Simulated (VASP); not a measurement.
# CdH2O2 (P1) in VASP: further runs

The runs below take CdH2O2 through single point, with LDA.

All numbers are computed with VASP 6.6.1; they aren't measurements. Logs are shortened: lines on timing, memory, paths and dates and some standing lists are left out, and cuts for length are marked.

### 1 The cell of the first run

The typed cell holds 10 atoms: a = 3.389 Å, b = 5.618 Å, c = 6.041 Å, α = 66.27°, β = 74.05°, γ = 92.71°.

### 2 Single point, LDA

Input file INCAR:

```
PREC = Accurate
ENCUT = 520
EDIFF = 1E-6
ISMEAR = -1
SIGMA = 0.05
LREAL = False
LASPH = True
NELM = 60
ALGO = Normal
ISIF = 2
LWAVE = False
LCHARG = False
NBANDS = 37
```

Input file KPOINTS:

```
Automatic mesh
0
Gamma
  4 3 3
```

Input file POSCAR:

```
CdH2O2
1.0
   -0.1244730000      0.0319160000      3.3867700000
    5.6158090000     -0.1621710000     -0.0581600000
    2.5993170000      5.1789520000      1.7083640000
Cd H O
2 4 4
Direct
    0.8453280636      0.8578375103      0.3004746668
    0.1536632625      0.1509095207      0.6988585396
    0.2122253808      0.6058734669      0.7046338179
    0.8631245773      0.3391681108      0.3052537941
    0.7993044988      0.5021839175     -0.0006775375
    0.2247149574      0.6229065263     -0.0094825417
    0.5150676164      0.1242245770     -0.0088251975
    0.2454958479      0.5964013346      0.5452946379
    0.7823580697      0.1491650197      0.4350112726
    0.9538726813      0.6648294479      0.9921826377
```

Potentials or basis: VASP PAW LDA potentials, release 64 (Cd, H, O).

Run with:

```sh
cat potpaw_LDA.64/Cd/POTCAR potpaw_LDA.64/H/POTCAR potpaw_LDA.64/O/POTCAR > POTCAR
mpirun -np 1 vasp_std > vasp.out
```

OUTCAR:

```text
PREC = Accurate
   ENCUT = 520
   EDIFF = 1E-6
   ISMEAR = -1
   LREAL = False
   LASPH = True
   NELM = 60
   ISIF = 2

 ion  position               nearest neighbor table
   1  0.845  0.858  0.300-   9 2.10   8 2.19   8 2.39   7 2.45   7 2.46  10 2.46   2 3.15   2 3.74

   2  0.154  0.151  0.699-   8 2.26   9 2.29   9 2.29   7 2.34   7 2.37  10 2.52   1 3.15   1 3.74

   3  0.212  0.606  0.705-   8 0.96
   4  0.863  0.339  0.305-   9 1.00
   5  0.799  0.502  0.999-  10 1.01
   6  0.225  0.623  0.991-  10 0.96
   7  0.515  0.124  0.991-   2 2.34   2 2.37   1 2.45   1 2.46
   8  0.245  0.596  0.545-   3 0.96   1 2.19   2 2.26   1 2.39
   9  0.782  0.149  0.435-   4 1.00   1 2.10   2 2.29   2 2.29
  10  0.954  0.665  0.992-   6 0.96   5 1.01   1 2.46   2 2.52

  LATTYP: Found a triclinic cell.
 ALAT       =    13.4157763295
 B/A-ratio  =     1.2442550807
 C/A-ratio  =     0.4758107836
 COS(alpha) =     0.0007324590
 COS(beta)  =     0.6096097206
 COS(gamma) =     0.7900792349

  Lattice vectors:

 A1 = (  -5.0741610000, -10.3898200000,  -6.8034980000)
 A2 = ( -13.5819890000,  -4.9184420000,  -8.3655840000)
 A3 = (   3.0164920000,  -5.3411230000,  -1.7665240000)

Analysis of symmetry for initial positions (statically):
=====================================================================
 Subroutine PRICEL returns:
 Original cell was already a primitive cell.

 Routine SETGRP: Setting up the symmetry group for a
 triclinic supercell.

 Subroutine GETGRP returns: Found  1 space group operations
 (whereof  1 operations were pure point group operations)
 out of a pool of  2 trial point group operations.

The static configuration has the point symmetry C_1 .

Analysis of symmetry for dynamics (positions and initial velocities):
=====================================================================
 Subroutine PRICEL returns:
 Original cell was already a primitive cell.

 Routine SETGRP: Setting up the symmetry group for a
 triclinic supercell.

 Subroutine GETGRP returns: Found  1 space group operations
 (whereof  1 operations were pure point group operations)
 out of a pool of  2 trial point group operations.

The dynamic configuration has the point symmetry C_1 .

 Subroutine INISYM returns: Found  1 space group operations
 (whereof  1 operations are pure point group operations),
 and found     1 'primitive' translations

----------------------------------------------------------------------------------------

                                     Primitive cell

  volume of cell :      99.6144

  direct lattice vectors                    reciprocal lattice vectors
    -0.124473000  0.031916000  3.386770000     0.000242543 -0.097827400  0.296197394
     5.615809000 -0.162171000 -0.058160000     0.175530718 -0.090508299  0.007304156
     2.599317000  5.178952000  1.708364000     0.005494983  0.190858003 -0.001596638

  length of vectors
     3.389206868  5.618451098  6.041233338     0.311934537  0.197626254  0.190943765

  position of ions in fractional coordinates (direct lattice)
     0.845328064  0.857837510  0.300474667
     0.153663262  0.150909521  0.698858540
     0.212225381  0.605873467  0.704633818
     0.863124577  0.339168111  0.305253794
     0.799304499  0.502183917  0.999322462
     0.224714957  0.622906526  0.990517458
     0.515067616  0.124224577  0.991174802
     0.245495848  0.596401335  0.545294638
     0.782358070  0.149165020  0.435011273
     0.953872681  0.664829448  0.992182638

  ion indices of the primitive-cell ions
   primitive index   ion index
                 1           1
                 2           2
                 3           3
                 4           4
                 5           5
                 6           6
                 7           7
                 8           8
                 9           9
                10          10

----------------------------------------------------------------------------------------

 KPOINTS: Automatic mesh

Automatic generation of k-mesh.
 Grid dimensions read from file:
 generate k-points for:    4    3    3

 Generating k-lattice:

  Cartesian coordinates                     Fractional coordinates (reciprocal lattice)
     0.000060636 -0.024456850  0.074049349     0.250000000  0.000000000  0.000000000
     0.058510239 -0.030169433  0.002434719     0.000000000  0.333333333  0.000000000
     0.001831661  0.063619334 -0.000532213     0.000000000  0.000000000  0.333333333

  Length of vectors
     0.077983634  0.065875418  0.063647922

  Shift w.r.t. Gamma in fractional coordinates (k-lattice)
     0.000000000  0.000000000  0.000000000

 Subroutine IBZKPT returns following result:
 ===========================================

 Found     19 irreducible k-points:

 Following reciprocal coordinates:
            Coordinates               Weight
  0.000000  0.000000  0.000000      1.000000
  0.250000  0.000000  0.000000      2.000000
  0.500000  0.000000  0.000000      1.000000
  0.000000  0.333333  0.000000      2.000000
  0.250000  0.333333  0.000000      2.000000
  0.500000  0.333333  0.000000      2.000000
[... 11 lines left out ...]
  0.500000 -0.333333  0.333333      2.000000
 -0.250000 -0.333333  0.333333      2.000000
   k-points           NKPTS =     19   k-points in BZ     NKDIM =     19   number of bands    NBANDS=     37
   number of dos      NEDOS =    301   number of ions     NIONS =     10
   total plane-waves  NPLWV =  56448
   dimension x,y,z NGX =    28 NGY =   42 NGZ =   48
   dimension x,y,z NGXF=    56 NGYF=   84 NGZF=   96
   ions per type =               2   4   4
   NGX,Y,Z   is equivalent  to a cutoff of  13.73, 12.43, 13.21 a.u.
   NGXF,Y,Z  is equivalent  to a cutoff of  27.47, 24.85, 26.42 a.u.
 SYSTEM =  unknown system
   PREC   = accura    normal or accurate (medium, high low for compatibility)
   ISTART =      0    job   : 0-new  1-cont  2-samecut
   ICHARG =      2    charge: 1-file 2-atom 10-const
   ISPIN  =      1    spin polarized calculation?
   LNONCOLLINEAR =      F non collinear calculations
   LSORBIT =      F    spin-orbit coupling
   LASPH  =      T    aspherical Exc in radial PAW
   ENCUT  =  520.0 eV  38.22 Ry    6.18 a.u.   6.30 10.45 11.23*2*pi/ulx,y,z
   NELM   =     60;   NELMIN=  2; NELMDL= -5     # of ELM steps
   EDIFF  = 0.1E-05   stopping-criterion for ELM
   LREAL  =      F    real-space projection
   EDIFFG = 0.1E-04   stopping-criterion for IOM
   NSW    =      0    number of steps for IOM
   IBRION =     -1    ionic relax: 0-MD 1-quasi-New 2-CG
   NFREE  =      0    steps in history (QN), initial steepest desc. (CG)
   ISIF   =      2    stress and relaxation
   ISYM   =      2    0-nonsym 1-usesym 2-fastsym
   POTIM  = 0.5000    time-step for ionic-motion
   TEBEG  =    0.0;   TEEND  =   0.0 temperature during run
   PSTRESS=    0.0 pullay stress
   NELECT =      52.0000    total number of electrons
   NUPDOWN=      -1.0000    fix difference up-down
   EMIN   =  10.00;   EMAX   =-10.00  energy-range for DOS
   EFERMI =   0.00;   METHOD = LEGACY
   ISMEAR =    -1;   SIGMA  =   0.05  broadening in eV -4-tet -1-fermi 0-gaus
   EFERMI_NEDOS =   21; number of points for ismear=-14 and -15
   IALGO  =     38    algorithm
   IMIX   =      4    mixing-type and parameters
     AMIX     =   0.40;   BMIX     =  1.00
     AMIX_MAG =   1.60;   BMIX_MAG =  1.00
  volume/ion in A,a.u.               =       9.96        67.22
  Fermi-wavevector in a.u.,A,eV,Ry     =   1.318161  2.490963 23.640787  1.737549
  Thomas-Fermi vector in A             =   2.448151
   LORBIT       =      0    0 simple, 1 ext, 2 COOP (PROOUT), +10 PAW based schemes
   GGA     = CA    functional components
   LHFCALC =     F    Hartree Fock is set to
   AEXX    =    0.0000 exact exchange contribution
   IVDW    =     0    specifies the selected vdW correction
   LEPSILON=     F    determine dielectric tensor
   LRPA    =     F    only Hartree local field effects (RPA)
 non-spin polarized calculation
  energy-cutoff  :      520.00
  volume of cell :       99.61
 maximum number of plane-waves:      2693
 NGX is ok and might be reduce to    28
   NGX = 13   NGY = 21   NGZ = 23

 number of electron      52.0000002 magnetization

 Free energy of the ion-electron system (eV)
  ---------------------------------------------------
  ext. energy  EPLUGINS =         0.00000000
  ---------------------------------------------------
  free energy    TOTEN  =       -48.29905777 eV

  energy without entropy =      -48.29366729  energy(sigma->0) =      -48.29636253

 E-fermi :   1.0407     XC(G=0): -10.5265

 val. band max:        0.9099533806   @ k =   0.0000  -0.3333   0.3333
 cond. band min:       1.0771403073   @ k =   0.0000   0.0000   0.0000
 fundamental gap:      0.1671869267
 Fermi energy:         1.0407367918

 k-point     1 :       0.0000    0.0000    0.0000
  band No.  band energies     occupation
      1     -21.6144      2.00000
      2     -18.2173      2.00000
      3     -17.9978      2.00000
      4     -14.4021      2.00000
      5      -8.9143      2.00000
      6      -7.3915      2.00000
[... 29 lines left out ...]
     36      11.0627      0.00000
     37      13.6043      0.00000

 k-point     2 :       0.2500    0.0000    0.0000
  band No.  band energies     occupation
      1     -21.5316      2.00000
      2     -18.1490      2.00000
      3     -17.9669      2.00000
      4     -14.3507      2.00000
      5      -9.2751      2.00000
      6      -7.4396      2.00000
[... 29 lines left out ...]
     36      10.4530      0.00000
     37      11.7038      0.00000
[... 638 lines left out ...]
     36      10.7797      0.00000
     37      11.6258      0.00000

 k-point    19 :      -0.2500   -0.3333    0.3333
  band No.  band energies     occupation
      1     -21.5237      2.00000
      2     -18.1403      2.00000
      3     -17.9842      2.00000
      4     -14.3624      2.00000
      5      -9.2731      2.00000
      6      -7.3669      2.00000
[... 29 lines left out ...]
     36      11.3062      0.00000
     37      11.6660      0.00000

------------------------ aborting loop because EDIFF is reached ----------------------------------------

  FORCE on cell =-STRESS in cart. coord.  units (eV):
  Direction    XX          YY          ZZ          XY          YZ          ZX
  --------------------------------------------------------------------------------------
  -------------------------------------------------------------------------------------
  Total        0.2480640      0.0873238     -2.7411095      2.4137291     -0.4226060     -0.8524232
  in kB        3.9898088      1.4044980    -44.0874165     38.8219009     -6.7971048    -13.7101911
  external PRESSURE =     -12.8977032 kB  Pullay stress =       0.0000000 kB

 VOLUME and BASIS-vectors are now :
 -----------------------------------------------------------------------------
  energy-cutoff  :      520.00
  volume of cell :       99.61
      direct lattice vectors                 reciprocal lattice vectors
    -0.124473000  0.031916000  3.386770000     0.000242543 -0.097827400  0.296197394
     5.615809000 -0.162171000 -0.058160000     0.175530718 -0.090508299  0.007304156
     2.599317000  5.178952000  1.708364000     0.005494983  0.190858003 -0.001596638

 POSITION                                       TOTAL-FORCE (eV/Angst)
 -----------------------------------------------------------------------------------
      5.49326      1.44401      3.32636        -0.007763     -1.161067      0.455507
      2.64491      3.59979      1.70555         0.701279      0.655021     -0.012079
      5.20762      3.55778      1.88729         0.444082      0.450176     -0.078785
      2.59072      1.55344      3.42496        -0.909633      0.816621     -0.059719
      5.31823      5.11951      4.38506        -0.416472     -0.024758     -0.345885
      6.04482      5.03600      2.41699        -0.254985      0.078138      1.660176
      3.20989      5.12954      3.43048        -0.402324      0.013495     -0.121269
      4.73611      2.73517      1.72831        -0.533293     -1.381688     -0.302553
      1.87103      2.25368      3.38415         1.829483      0.328151      0.096435
      6.19382      5.06109      4.88689        -0.450374      0.225910     -1.291827
 -----------------------------------------------------------------------------------
    total drift:                               -0.001314     -0.000742      0.000071

  FREE ENERGIE OF THE ION-ELECTRON SYSTEM (eV)
  ---------------------------------------------------
  free  energy   TOTEN  =       -48.2990577701 eV

  energy  without entropy=      -48.2936672948  energy(sigma->0) =      -48.29636253
```

It took 69 s on 1 thread of Intel Xeon Platinum 8375C at 2.90GHz (Ice Lake), shared host; peak memory 0.21 GiB.

What came out:

| Property | Result |
| --- | --- |
| Free energy | -48.2991 eV |
| Pressure | -1.3 GPa |
| Largest force | 1.861 eV/Å |
| Band gap on the k mesh | 0.17 eV, indirect (least direct gap 0.34 eV) |

Forces on the atoms (eV/Å):
```
Cd  -0.008 -1.161  0.456
Cd   0.701  0.655 -0.012
H    0.444  0.450 -0.079
H   -0.910  0.817 -0.060
H   -0.416 -0.025 -0.346
H   -0.255  0.078  1.660
O   -0.402  0.013 -0.121
O   -0.533 -1.382 -0.303
O    1.829  0.328  0.096
O   -0.450  0.226 -1.292
```

Caveat: the k points lie up to 0.49 Å⁻¹ apart; forces of over 1 eV/Å act on the atoms, so gaps and moduli don't describe the material at rest. A k mesh can miss the band edges.

### 3 Single point, LDA

This run uses another cell than the first one, of 10.25 Å³/atom, 1.029 times its volume.

Input file INCAR:

```
SYSTEM = CdH2O2
  ALGO = Normal
  EDIFF = 1E-7
  ENCUT = 520
  GGA = CA
  ISIF = 2
  ISMEAR = -1
  LASPH = .True.
  LCHARG = .True.
  LELF = .True.
  LREAL = .False.
  LVHAR = .True.
  LWAVE = .False.
  NBANDS = 37
  NELM = 60
  PREC = Accurate
  SIGMA = 0.05
```

Input file KPOINTS:

```
k-points
0
Gamma
  4 3 3
  0 0 0
```

Input file POSCAR:

```
CdH2O2
1.0
   -0.1256480000      0.0322180000      3.4187590000
    5.6688520000     -0.1637020000     -0.0587090000
    2.6238680000      5.2278680000      1.7245000000
Cd H O
2 4 4
Direct
    0.8463208623      0.8561645770      0.3003528567
    0.1538023079      0.1509356427      0.6989128769
    0.1996423802      0.6377336585      0.6979405749
    0.8466152757      0.3386797587      0.3279582237
    0.7652342999      0.5018820828      0.0059915021
    0.2418255586      0.6487454152     -0.0081276371
    0.5062313334      0.1224595662     -0.0051600165
    0.2326478350      0.5955525156      0.5541394102
    0.7870781039      0.1560984541      0.4282748812
    0.9509433867      0.6773983499      0.9916608397
```

Potentials or basis: VASP PAW LDA potentials, release 64 (Cd, H, O).

Run with:

```sh
cat potpaw_LDA.64/Cd/POTCAR potpaw_LDA.64/H/POTCAR potpaw_LDA.64/O/POTCAR > POTCAR
mpirun -np 1 vasp_std > vasp.out
```

OUTCAR:

```text
SYSTEM = CdH2O2
   EDIFF = 1E-7
   ENCUT = 520
   GGA = CA
   ISIF = 2
   ISMEAR = -1
   LASPH = .True.
   LREAL = .False.
   NELM = 60
   PREC = Accurate

 ion  position               nearest neighbor table
   1  0.846  0.856  0.300-   9 2.13   8 2.25   8 2.41  10 2.43   7 2.44   7 2.49   2 3.18   2 3.78

   2  0.154  0.151  0.699-   8 2.29   9 2.32   9 2.33   7 2.39   7 2.39  10 2.48   1 3.18   1 3.78

   3  0.200  0.638  0.698-   8 0.98
   4  0.847  0.339  0.328-   9 0.94
   5  0.765  0.502  0.006-  10 1.11
[... 978 lines left out ...]
  in kB      -37.2864396    -13.3984804   -123.1989645      9.3446130     -2.4412193    -38.7447879
  external PRESSURE =     -57.9612948 kB  Pullay stress =       0.0000000 kB

 VOLUME and BASIS-vectors are now :
 -----------------------------------------------------------------------------
  energy-cutoff  :      520.00
  volume of cell :      102.46
      direct lattice vectors                 reciprocal lattice vectors
    -0.125648000  0.032218000  3.418759000     0.000240268 -0.096912055  0.293425919
     5.668852000 -0.163702000 -0.058709000     0.173888303 -0.089661421  0.007235792
     2.623868000  5.227868000  1.724500000     0.005443543  0.189072210 -0.001581731

 POSITION                                       TOTAL-FORCE (eV/Angst)
 -----------------------------------------------------------------------------------
      5.53522      1.45732      3.36106         0.309885     -0.906199      0.241584
      2.67016      3.63407      1.72223         0.947981      0.703174     -0.058594
      5.42144      3.55078      1.84869        -0.035415      0.077214     -0.234197
      2.67407      1.68636      3.44005         1.327365     -1.381059      0.069650
      2.76467     -0.02618      2.59702         1.251378     -0.211798      1.668198
      6.24980      5.08697      2.49914        -0.153963      0.121989     -1.089068
      3.24093      5.19716      3.43910        -0.538570     -0.073432     -0.052505
      4.80086      2.80697      1.71602        -0.090769     -1.110867     -0.019568
      1.90974      2.23877      3.42023        -0.648217      2.452647     -0.037360
      6.32257      5.10402      4.92140        -2.369675      0.328330     -0.488139
 -----------------------------------------------------------------------------------
    total drift:                               -0.000443     -0.000773      0.000498

  FREE ENERGIE OF THE ION-ELECTRON SYSTEM (eV)
  ---------------------------------------------------
  free  energy   TOTEN  =       -47.9600665700 eV

  energy  without entropy=      -47.9519711709  energy(sigma->0) =      -47.95601887
```

OSZICAR:

```text
N       E                     dE             d eps       ncg     rms          rms(c)
DAV:   1     0.388866426884E+03    0.38887E+03   -0.27502E+04  1406   0.137E+03
DAV:   2    -0.266906530027E+02   -0.41556E+03   -0.39655E+03  1506   0.360E+02
DAV:   3    -0.549397424063E+02   -0.28249E+02   -0.28023E+02  1719   0.101E+02
DAV:   4    -0.551970564634E+02   -0.25731E+00   -0.25700E+00  1546   0.101E+01
DAV:   5    -0.551985146796E+02   -0.14582E-02   -0.14581E-02  1679   0.722E-01    0.179E+01
DAV:   6    -0.483822018213E+02    0.68163E+01   -0.22671E+01  2013   0.502E+01    0.129E+01
DAV:   7    -0.482148053183E+02    0.16740E+00   -0.45584E+00  1577   0.131E+01    0.720E+00
DAV:   8    -0.480367233405E+02    0.17808E+00   -0.62651E-01  1700   0.492E+00    0.413E+00
DAV:   9    -0.479663795073E+02    0.70344E-01   -0.25585E-01  1586   0.287E+00    0.657E-01
DAV:  10    -0.479602772126E+02    0.61023E-02   -0.31131E-02  1619   0.108E+00    0.224E-01
DAV:  11    -0.479600763348E+02    0.20088E-03   -0.32397E-03  1544   0.444E-01    0.116E-01
DAV:  12    -0.479601050100E+02   -0.28675E-04   -0.72188E-04  1676   0.162E-01    0.598E-02
DAV:  13    -0.479600669075E+02    0.38103E-04   -0.12675E-04  1675   0.745E-02    0.276E-02
DAV:  14    -0.479600663046E+02    0.60281E-06   -0.16637E-05  1682   0.266E-02    0.106E-02
DAV:  15    -0.479600666793E+02   -0.37470E-06   -0.44668E-06  1611   0.124E-02    0.384E-03
DAV:  16    -0.479600665502E+02    0.12914E-06   -0.42117E-07  1575   0.558E-03    0.162E-03
DAV:  17    -0.479600665700E+02   -0.19803E-07   -0.12123E-07  1133   0.203E-03
   1 F= -.47960067E+02 E0= -.47956019E+02  d E =-.809540E-02
```

stdout:

```text
POSCAR found type information on POSCAR CdH O
 POSCAR found :  3 types and      10 ions
 scaLAPACK will be used
 LDA part: xc-table for (Slater(with rela. corr.)+CA(PZ))
 , standard interpolation
 POSCAR, INCAR and KPOINTS ok, starting setup
 FFT: planning ... GRIDC
 FFT: planning ... GRID_SOFT
 FFT: planning ... GRID
 WAVECAR not read
 entering main loop
```

It took 82 s on 1 thread of Intel Xeon Platinum 8375C at 2.90GHz (Ice Lake), shared host; peak memory 0.22 GiB.

What came out:

| Item | Value |
| --- | --- |
| Free energy | -47.9601 eV |
| Pressure | -5.8 GPa |
| Largest force | 2.537 eV/Å |

Forces on the atoms (eV/Å):
```
Cd   0.310 -0.906  0.242
Cd   0.948  0.703 -0.059
H   -0.035  0.077 -0.234
H    1.327 -1.381  0.070
H    1.251 -0.212  1.668
H   -0.154  0.122 -1.089
O   -0.539 -0.073 -0.053
O   -0.091 -1.111 -0.020
O   -0.648  2.453 -0.037
O   -2.370  0.328 -0.488
```

Caveat: the k points lie up to 0.49 Å⁻¹ apart; forces of over 1 eV/Å act on the atoms, so gaps and moduli don't describe the material at rest.

[end of part 1 of 2]
